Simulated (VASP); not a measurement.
A run of VASP 6.6.1 is set up as follows.

The input INCAR:

```
  PREC = Accurate
  ENCUT = 600
  EDIFF = 1E-7
  ISMEAR = 0
  SIGMA = 0.01
  LREAL = False
  LASPH = True
  NELM = 60
  ALGO = Normal
  ISIF = 3
  LWAVE = False
  LCHARG = False
  GGA = PS
  IBRION = 2
  NSW = 100
  EDIFFG = -0.002
  PSTRESS = 100.0
```

The input KPOINTS:

```
regular mesh
0
Gamma
  8 8 8
```

Contents of POSCAR:

```
CaSe
1.0
    0.0000000000      2.9344500931      2.9344500931
    2.9344500931      0.0000000000      2.9344500931
    2.9344500931      2.9344500931      0.0000000000
Ca Se
1 1
Direct
    0.0000000000      0.0000000000      0.0000000000
    0.5000000000      0.5000000000      0.5000000000
```

Potentials or basis: VASP PAW PBE potentials, release 64 (Ca_sv, Se).

Run with:

```console
$ cat potpaw_PBE.64/Ca_sv/POTCAR potpaw_PBE.64/Se/POTCAR > POTCAR
$ mpirun -np 1 vasp_std > vasp.out
```

**Question.** What does it give for the space group after relaxing (to 0.05 Å)?

**Answer.** Fm-3m (No. 225).

**Question.** What does it give for the relaxed cell?

**Answer.** a = 3.962 Å, b = 3.962 Å, c = 3.962 Å, α = 60.00°, β = 60.00°, γ = 60.00°.

Final structure:
```
Ca Se
1.0
     0.00000    2.80148    2.80148
     2.80148    0.00000    2.80148
     2.80148    2.80148    0.00000
Ca Se
1 1
Direct
  0.00000 0.00000 0.00000
  0.50000 0.50000 0.50000
```
